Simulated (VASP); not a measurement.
# In in VASP: single point with BLYP

Aim: the single point of In with BLYP.

Program: VASP 6.6.1. These are calculated values, not measurements. Logs are shortened: lines on timing, memory, paths and dates and some standing lists are left out, and cuts for length are marked.

### Step 1. The cell of the first run

The cell holds a atom, 1 atom: a = 14.000 Å, b = 14.400 Å, c = 14.800 Å, α = 90.00°, β = 90.00°, γ = 90.00°.

### Step 2. Single point, BLYP, collinear spin, ferromagnetic start

INCAR reads:

```
SYSTEM = In
PREC     = Accurate       ! precision mode
ENCUT    = 520            ! plane-wave cutoff, eV
EDIFF    = 1E-7           ! SCF threshold, eV
ISMEAR   = -1             ! smearing method
SIGMA    = 0.01           ! smearing width, eV
LREAL    = .FALSE.        ! projectors in reciprocal space
LASPH    = .TRUE.         ! aspherical terms in the spheres
NELM     = 150            ! most SCF steps
ALGO     = Normal         ! electronic algorithm
ISIF     = 2              ! what is computed and relaxed
LWAVE    = .FALSE.        ! write WAVECAR
LCHARG   = .FALSE.        ! write CHGCAR
ISPIN    = 2              ! spin polarisation
MAGMOM   = 1              ! initial moments
LORBIT   = 11             ! projections on sites
GGA      = B5             ! functional
ALDAX    = 1.0          
AGGAX    = 1.0          
AGGAC    = 1.0          
ALDAC    = 0.0          
NBANDS   = 16             ! bands
ISYM     = 0
```

KPOINTS reads:

```
regular mesh
0
G
  1 1 1
  0 0 0
```

POSCAR reads:

```
In
1.0
   14.0000000000      0.0000000000      0.0000000000
    0.0000000000     14.4000000000      0.0000000000
    0.0000000000      0.0000000000     14.8000000000
In
1
Direct
    0.5000000000      0.5000000000      0.5000000000
```

Potentials or basis: VASP PAW PBE potentials, release 64 (In_d).

Launch:

```console
$ cat potpaw_PBE.64/In_d/POTCAR > POTCAR
$ mpirun -np 1 vasp_gam > vasp.out
```

OUTCAR:

```text
SYSTEM = In
   PREC = Accurate
   ENCUT = 520
   EDIFF = 1E-7
   ISMEAR = -1
   LREAL = .FALSE.
   LASPH = .TRUE.
   NELM = 150
   ISIF = 2
   ISPIN = 2
   LORBIT = 11
   GGA = B5
   ISYM = 0

 ion  position               nearest neighbor table
   1  0.500  0.500  0.500-

IMPORTANT INFORMATION: All symmetrisations will be switched off!
NOSYMM: (Re-)initialisation of all symmetry stuff for point group C_1.

----------------------------------------------------------------------------------------

                                     Primitive cell

  volume of cell :    2983.6800

  direct lattice vectors                    reciprocal lattice vectors
    14.000000000  0.000000000  0.000000000     0.071428571  0.000000000  0.000000000
     0.000000000 14.400000000  0.000000000     0.000000000  0.069444444  0.000000000
     0.000000000  0.000000000 14.800000000     0.000000000  0.000000000  0.067567568

  length of vectors
    14.000000000 14.400000000 14.800000000     0.071428571  0.069444444  0.067567568

  position of ions in fractional coordinates (direct lattice)
     0.500000000  0.500000000  0.500000000

  ion indices of the primitive-cell ions
   primitive index   ion index
                 1           1

----------------------------------------------------------------------------------------

 KPOINTS: regular mesh

Automatic generation of k-mesh.
 Grid dimensions read from file:
 generate k-points for:    1    1    1

 Generating k-lattice:

  Cartesian coordinates                     Fractional coordinates (reciprocal lattice)
     0.071428571  0.000000000  0.000000000     1.000000000  0.000000000  0.000000000
     0.000000000  0.069444444  0.000000000     0.000000000  1.000000000  0.000000000
     0.000000000  0.000000000  0.067567568     0.000000000  0.000000000  1.000000000

  Length of vectors
     0.071428571  0.069444444  0.067567568

  Shift w.r.t. Gamma in fractional coordinates (k-lattice)
     0.000000000  0.000000000  0.000000000

 Subroutine IBZKPT returns following result:
 ===========================================

 Found      1 irreducible k-points:

 Following reciprocal coordinates:
            Coordinates               Weight
  0.000000  0.000000  0.000000      1.000000
   k-points           NKPTS =      1   k-points in BZ     NKDIM =      1   number of bands    NBANDS=     16
   number of dos      NEDOS =    301   number of ions     NIONS =      1
   total plane-waves  NPLWV = ******
   dimension x,y,z NGX =   108 NGY =  108 NGZ =  112
   dimension x,y,z NGXF=   216 NGYF=  216 NGZF=  224
   ions per type =               1
   NGX,Y,Z   is equivalent  to a cutoff of  12.82, 12.47, 12.58 a.u.
   NGXF,Y,Z  is equivalent  to a cutoff of  25.65, 24.94, 25.16 a.u.
 SYSTEM =  In
   PREC   = accura    normal or accurate (medium, high low for compatibility)
   ISTART =      0    job   : 0-new  1-cont  2-samecut
   ICHARG =      2    charge: 1-file 2-atom 10-const
   ISPIN  =      2    spin polarized calculation?
   LNONCOLLINEAR =      F non collinear calculations
   LSORBIT =      F    spin-orbit coupling
   LASPH  =      T    aspherical Exc in radial PAW
   ENCUT  =  520.0 eV  38.22 Ry    6.18 a.u.  26.03 26.77 27.52*2*pi/ulx,y,z
   NELM   =    150;   NELMIN=  2; NELMDL= -5     # of ELM steps
   EDIFF  = 0.1E-06   stopping-criterion for ELM
   LREAL  =      F    real-space projection
   EDIFFG = 0.1E-05   stopping-criterion for IOM
   NSW    =      0    number of steps for IOM
   IBRION =     -1    ionic relax: 0-MD 1-quasi-New 2-CG
   NFREE  =      0    steps in history (QN), initial steepest desc. (CG)
   ISIF   =      2    stress and relaxation
   ISYM   =      0    0-nonsym 1-usesym 2-fastsym
   POTIM  = 0.5000    time-step for ionic-motion
   TEBEG  =    0.0;   TEEND  =   0.0 temperature during run
   PSTRESS=    0.0 pullay stress
   NELECT =      13.0000    total number of electrons
   NUPDOWN=      -1.0000    fix difference up-down
   EMIN   =  10.00;   EMAX   =-10.00  energy-range for DOS
   EFERMI =   0.00;   METHOD = LEGACY
   ISMEAR =    -1;   SIGMA  =   0.01  broadening in eV -4-tet -1-fermi 0-gaus
   EFERMI_NEDOS =   21; number of points for ismear=-14 and -15
   IALGO  =     38    algorithm
   IMIX   =      4    mixing-type and parameters
     AMIX     =   0.40;   BMIX     =  1.00
     AMIX_MAG =   1.60;   BMIX_MAG =  1.00
  volume/ion in A,a.u.               =    2983.68     20134.87
  Fermi-wavevector in a.u.,A,eV,Ry     =   0.267386  0.505286  0.972752  0.071495
  Thomas-Fermi vector in A             =   1.102613
   LORBIT       =     11    0 simple, 1 ext, 2 COOP (PROOUT), +10 PAW based schemes
   GGA     = B5    functional components
   LHFCALC =     F    Hartree Fock is set to
   AEXX    =    0.0000 exact exchange contribution
   IVDW    =     0    specifies the selected vdW correction
   LEPSILON=     F    determine dielectric tensor
   LRPA    =     F    only Hartree local field effects (RPA)
 spin polarized calculation
  energy-cutoff  :      520.00
  volume of cell :     2983.68
 maximum number of plane-waves:     40220
 NGX is ok and might be reduce to   108
   NGX = 53   NGY = 53   NGZ = 55

 number of electron      13.0000010 magnetization       1.0000000

 Free energy of the ion-electron system (eV)
  ---------------------------------------------------
  ext. energy  EPLUGINS =         0.00000000
  ---------------------------------------------------
  free energy    TOTEN  =        -0.14945740 eV

  energy without entropy =       -0.13036219  energy(sigma->0) =       -0.13990979

 E-fermi :  -2.5105     XC(G=0):  -0.3586

 val. band max:       -7.7529898611   @ k =   0.0000   0.0000   0.0000
 cond. band min:      -2.5036858043   @ k =   0.0000   0.0000   0.0000
 fundamental gap:      5.2493040568
 Fermi energy:        -2.5105294003

 spin component 1

 k-point     1 :       0.0000    0.0000    0.0000
  band No.  band energies     occupation
      1     -18.2597      1.00000
      2     -18.2597      1.00000
      3     -18.2592      1.00000
      4     -18.2592      1.00000
      5     -18.2590      1.00000
      6      -8.1724      1.00000
      7      -2.5037      0.33529
      8      -2.5036      0.33372
      9      -2.5035      0.33099
     10      -0.2918      0.00000
     11       0.5024      0.00000
     12       0.5390      0.00000
     13       0.5677      0.00000
     14       0.5828      0.00000
     15       0.6184      0.00000
     16       0.6600      0.00000
 Fermi energy:        -2.5105294003

 spin component 2

 k-point     1 :       0.0000    0.0000    0.0000
  band No.  band energies     occupation
      1     -18.1967      1.00000
      2     -18.1967      1.00000
      3     -18.1961      1.00000
      4     -18.1959      1.00000
      5     -18.1958      1.00000
      6      -7.7530      1.00000
      7      -2.0542      0.00000
      8      -2.0522      0.00000
      9      -2.0500      0.00000
     10      -0.0105      0.00000
     11       0.6625      0.00000
     12       0.7344      0.00000
     13       0.7754      0.00000
     14       0.7949      0.00000
     15       0.8309      0.00000
     16       0.8766      0.00000

------------------------ aborting loop because EDIFF is reached ----------------------------------------

  FORCE on cell =-STRESS in cart. coord.  units (eV):
  Direction    XX          YY          ZZ          XY          YZ          ZX
  --------------------------------------------------------------------------------------
  -------------------------------------------------------------------------------------
  Total       -0.0166962     -0.0205660     -0.0099680     -0.0037795     -0.0008482     -0.0003769
  in kB       -0.0089655     -0.0110435     -0.0053526     -0.0020295     -0.0004555     -0.0002024
  external PRESSURE =      -0.0084539 kB  Pullay stress =       0.0000000 kB

 VOLUME and BASIS-vectors are now :
 -----------------------------------------------------------------------------
  energy-cutoff  :      520.00
  volume of cell :     2983.68
      direct lattice vectors                 reciprocal lattice vectors
    14.000000000  0.000000000  0.000000000     0.071428571  0.000000000  0.000000000
     0.000000000 14.400000000  0.000000000     0.000000000  0.069444444  0.000000000
     0.000000000  0.000000000 14.800000000     0.000000000  0.000000000  0.067567568

 POSITION                                       TOTAL-FORCE (eV/Angst)
 -----------------------------------------------------------------------------------
      7.00000      7.20000      7.40000        -0.000032      0.000026      0.000053
 -----------------------------------------------------------------------------------
    total drift:                               -0.000032      0.000026      0.000053

  FREE ENERGIE OF THE ION-ELECTRON SYSTEM (eV)
  ---------------------------------------------------
  free  energy   TOTEN  =        -0.1494573983 eV

  energy  without entropy=       -0.1303621860  energy(sigma->0) =       -0.13990979

 total charge

# of ion       s       p       d       tot
------------------------------------------
    1        1.132   0.261   9.830  11.223

 magnetization (x)

# of ion       s       p       d       tot
------------------------------------------
    1       -0.003   0.261  -0.003   0.255
```

It took 28 min on 1 thread of Intel Xeon 8259CL, shared host; peak memory 2.9 GiB.

Results:

```
Free energy                                           : -0.1495 eV
Pressure                                              : 0.0 GPa
Band gap on the k mesh                                : zero (filled and empty bands touch)
Net moment                                            : 1.00 μB per cell
Site moments                                          : In +0.26 μB
Valence electrons inside the program's atomic spheres : In 11.22
```

Caveat: the PAW data sets were made with another functional, which shifts forces and pressure a little; spin-orbit coupling is left out, which moves the levels of the heavy elements.
